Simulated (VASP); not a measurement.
# Pt (P6_3/mmc) in VASP: notebook, part 2 of 2

VASP 6.6.1. Earlier steps stand in the parts before.

**3. Single point, HSE06**

The input, POSCAR:

```
Pt
1.0
    2.7606656158      0.0000000000      0.0000000000
   -1.3803328079      2.3908065546      0.0000000000
    0.0000000000      0.0000000000      4.7921340000
Pt
2
Direct
    0.3333333333      0.6666666667      0.2500000000
    0.6666666667      0.3333333333      0.7500000000
```

The input, INCAR.step1:

```
  ALGO = Normal
  EDIFF = 1E-5
  ENCUT = 520
  GGA = PE
  ISIF = 2
  ISMEAR = -1
  LASPH = T
  LREAL = F
  LWAVE = T
  NBANDS = 17
  NELM = 80
  PREC = Accurate
  SIGMA = 0.05
```

The input, INCAR.step2:

```
  ALGO = Normal
  EDIFF = 1E-6
  ENCUT = 520
  GGA = PE
  HFSCREEN = 0.2079
  ISIF = 2
  ISMEAR = -1
  ISTART = 1
  LASPH = T
  LCHARG = T
  LELF = T
  LHFCALC = T
  LREAL = F
  LVHAR = T
  LWAVE = F
  NBANDS = 17
  NELM = 80
  PREC = Accurate
  PRECFOCK = Normal
  SIGMA = 0.05
```

The input, KPOINTS:

```
k-points
0
Gamma
  6 6 3
```

Potentials or basis: VASP PAW PBE potentials, release 64 (Pt).

Started as:

```bash
cat potpaw_PBE.64/Pt/POTCAR > POTCAR
cp INCAR.step1 INCAR
mpirun -np 1 vasp_std > vasp.out
cp INCAR.step2 INCAR
mpirun -np 1 vasp_std > vasp.out
```

OUTCAR:

```text
EDIFF = 1E-6
   ENCUT = 520
   GGA = PE
   HFSCREEN = 0.2079
   ISIF = 2
   ISMEAR = -1
   ISTART = 1
   LASPH = T
   LHFCALC = T
   LREAL = F
   NELM = 80
   PREC = Accurate
   PRECFOCK = Normal

 ion  position               nearest neighbor table
   1  0.333  0.667  0.250-   2 2.88   2 2.88   2 2.88   2 2.88   2 2.88   2 2.88
   2  0.667  0.333  0.750-   1 2.88   1 2.88   1 2.88   1 2.88   1 2.88   1 2.88

  LATTYP: Found a hexagonal cell.
 ALAT       =     2.7606656158
 C/A-ratio  =     1.7358618054

  Lattice vectors:

 A1 = (   2.7606656158,   0.0000000000,   0.0000000000)
 A2 = (  -1.3803328079,   2.3908065546,   0.0000000000)
 A3 = (   0.0000000000,   0.0000000000,   4.7921340000)

Analysis of symmetry for initial positions (statically):
=====================================================================
 Subroutine PRICEL returns:
 Original cell was already a primitive cell.

 Routine SETGRP: Setting up the symmetry group for a
 hexagonal supercell.

 Subroutine GETGRP returns: Found 24 space group operations
 (whereof 12 operations were pure point group operations)
 out of a pool of 24 trial point group operations.

The static configuration has the point symmetry D_3d.
 The point group associated with its full space group is D_6h.

Analysis of symmetry for dynamics (positions and initial velocities):
=====================================================================
 Subroutine PRICEL returns:
 Original cell was already a primitive cell.

 Routine SETGRP: Setting up the symmetry group for a
 hexagonal supercell.

 Subroutine GETGRP returns: Found 24 space group operations
 (whereof 12 operations were pure point group operations)
 out of a pool of 24 trial point group operations.

The dynamic configuration has the point symmetry D_3d.
[... 111 lines left out ...]
  Fermi-wavevector in a.u.,A,eV,Ry     =   1.405149  2.655347 26.863944  1.974444
  Thomas-Fermi vector in A             =   2.527639
   LORBIT       =      0    0 simple, 1 ext, 2 COOP (PROOUT), +10 PAW based schemes
   GGA     = PE    functional components
   LHFCALC =     T    Hartree Fock is set to
   PRECFOCK=normal    Normal, Fast or Accurate (Low or Medium for compatibility)
   ENCUT4O =  -1.0   cutoff for four orbital integrals eV
   NKREDX  =     1    reduce k-point grid by
   NKREDY  =     1    reduce k-point grid by
   NKREDZ  =     1    reduce k-point grid by
   AEXX    =    0.2500 exact exchange contribution
   HFSCREEN=    0.2079 screening length (either q_TF or 0.3 A-1)
   HFSCREENC=   0.2079 screening length for correlation (either q_TF or 0.3 A-1)
   ENCUTFOCK=  -1.0 apply spherical cutoff to Coloumb kernel
   IVDW    =     0    specifies the selected vdW correction
   LEPSILON=     F    determine dielectric tensor
   LRPA    =     F    only Hartree local field effects (RPA)
 non-spin polarized calculation
  energy-cutoff  :      520.00
  volume of cell :       31.63
 maximum number of plane-waves:       864
 NGX is ok and might be reduce to    24
  NGX = 16; NGY = 16; NGZ = 28

 number of electron      20.0000004 magnetization

 Free energy of the ion-electron system (eV)
  ---------------------------------------------------
  ext. energy  EPLUGINS =         0.00000000
  ---------------------------------------------------
  free energy    TOTEN  =       -13.87880189 eV

  energy without entropy =      -13.87697073  energy(sigma->0) =      -13.87788631

 E-fermi :   9.6135     XC(G=0): -10.7468

 val. band max:        9.3673493436   @ k =   0.3333   0.3333   0.3333
 cond. band min:       9.8085812976   @ k =   0.5000  -0.0000   0.3333
 fundamental gap:      0.4412319540
 Fermi energy:         9.6135415673

 k-point     1 :       0.0000    0.0000    0.0000
  band No.  band energies     occupation
      1      -0.6338      2.00000
      2       2.0183      2.00000
      3       5.2189      2.00000
      4       5.7901      2.00000
      5       5.7901      2.00000
      6       6.1711      2.00000
[... 257 lines left out ...]
      4       4.9561      2.00000
      5       5.6723      2.00000
      6       5.6723      2.00000
[... 9 lines left out ...]
     16      21.0324      0.00000
     17      27.8659      0.00000

------------------------ aborting loop because EDIFF is reached ----------------------------------------

  FORCE on cell =-STRESS in cart. coord.  units (eV):
  Direction    XX          YY          ZZ          XY          YZ          ZX
  --------------------------------------------------------------------------------------
  -------------------------------------------------------------------------------------
  Total       -2.1448146     -2.1448146     -1.7525478      0.0000000      0.0000000      0.0000000
  in kB     -108.6458477   -108.6458477    -88.7755290      0.0000000      0.0000000      0.0000000
  external PRESSURE =    -102.0224082 kB  Pullay stress =       0.0000000 kB

 VOLUME and BASIS-vectors are now :
 -----------------------------------------------------------------------------
  energy-cutoff  :      520.00
  volume of cell :       31.63
      direct lattice vectors                 reciprocal lattice vectors
     2.760665616  0.000000000  0.000000000     0.362231483  0.209134444  0.000000000
    -1.380332808  2.390806555  0.000000000     0.000000000  0.418268888  0.000000000
     0.000000000  0.000000000  4.792134000     0.000000000  0.000000000  0.208675300

 POSITION                                       TOTAL-FORCE (eV/Angst)
 -----------------------------------------------------------------------------------
     -0.00000      1.59387      1.19803         0.000000     -0.000000     -0.000000
      1.38033      0.79694      3.59410        -0.000000      0.000000      0.000000
 -----------------------------------------------------------------------------------
    total drift:                                0.000000      0.000000      0.000000

  FREE ENERGIE OF THE ION-ELECTRON SYSTEM (eV)
  ---------------------------------------------------
  free  energy   TOTEN  =       -13.8788018928 eV

  energy  without entropy=      -13.8769707281  energy(sigma->0) =      -13.87788631
```

Run time: 22 min. Hardware: 1 thread of Intel Xeon Platinum 8488C (Sapphire Rapids), shared host; peak memory 0.25 GiB.

Results:

```
Free energy            : -13.8788 eV
Pressure               : -10.2 GPa
Band gap on the k mesh : zero (bands 10 and 11 overlap by 1.52 eV)
```

Caveat: the k points lie up to 0.44 Å⁻¹ apart, too coarse for converged energies and pressures of a metal; the PAW data sets were made with another functional, which shifts forces and pressure a little; spin-orbit coupling is left out, which moves the levels of the heavy elements.

**4. Single point, PBE-based screened hybrid with 25 % exact exchange**

POSCAR is that of step 3.

The input, INCAR.step1:

```
ALGO = Normal
EDIFF = 1E-5
ENCUT = 520
GGA = PE
ISIF = 2
ISMEAR = -1
LASPH = T
LCHARG = F
LREAL = F
LWAVE = T
NBANDS = 17
NELM = 100
PREC = Accurate
SIGMA = 0.05
```

The input, INCAR.step2:

```
AEXX = 0.25
ALGO = Normal
EDIFF = 1E-7
ENCUT = 520
GGA = PE
HFSCREEN = 0.3
ISIF = 2
ISMEAR = -1
ISTART = 1
LASPH = T
LCHARG = F
LHFCALC = T
LREAL = F
LWAVE = F
NBANDS = 17
NELM = 100
PREC = Accurate
PRECFOCK = Normal
SIGMA = 0.05
```

KPOINTS is that of step 3.

Started as:

```bash
cat potpaw_PBE.64/Pt/POTCAR > POTCAR
cp INCAR.step1 INCAR
mpirun -np 1 vasp_std > vasp.out
cp INCAR.step2 INCAR
mpirun -np 1 vasp_std > vasp.out
```

Run time: 20 min. Hardware: 1 thread of Intel Xeon Platinum 8488C (Sapphire Rapids), shared host; peak memory 0.26 GiB.

It converged, with:

```yaml
Free_energy: -13.5290 eV
Pressure: -9.4 GPa
Band_gap_on_the_k_mesh: zero (bands 10 and 11 overlap by 1.39 eV)
```

Stress tensor (GPa, compression positive):
```
-10.01   0.00   0.00
  0.00 -10.01   0.00
  0.00   0.00  -8.29
```

Levels at points of the mesh, in eV from the Fermi level:
```
           k point  band 7  band 8  band 9  band 10  band 11  band 12  band 13  band 14  band 15  band 16
(0.00, 0.00, 0.00)   -3.33   -2.18   -2.18    -0.40    -0.40    -0.39     5.76    16.48    17.06    18.76
(0.50, 0.00, 0.00)   -2.52   -0.22    0.51     0.72     2.82     4.53     8.46     9.86    10.97    13.30
```

Caveat: the k points lie up to 0.44 Å⁻¹ apart, too coarse for converged energies and pressures of a metal; the PAW data sets were made with another functional, which shifts forces and pressure a little; spin-orbit coupling is left out, which moves the levels of the heavy elements.

**5. The runs side by side**

```csv
level,share of exact exchange,screening parameter,gap on the mesh (eV),pressure (GPa)
B3LYP,0.2,-,none,4.4
HSE06,0.25,0.2079 1/Å,none,-10.2
PBE-based screened hybrid with 25 % exact exchange,0.25,0.3 1/Å,none,-9.4
```

Alike in all rows: task single point; potentials or basis VASP PAW PBE potentials, release 64 (Pt); no spin polarisation; cell as given; k mesh 6 × 6 × 3; cutoff (eV) 520; smearing fermi-dirac 0.05 eV.

Caveats: all runs use coarse meshes; the PAW data sets were made with another functional, which shifts forces and pressure a little; spin-orbit coupling is left out, which moves the levels of the heavy elements.

Total energies depend on the potentials used, so only differences within one code and one set of settings carry meaning.
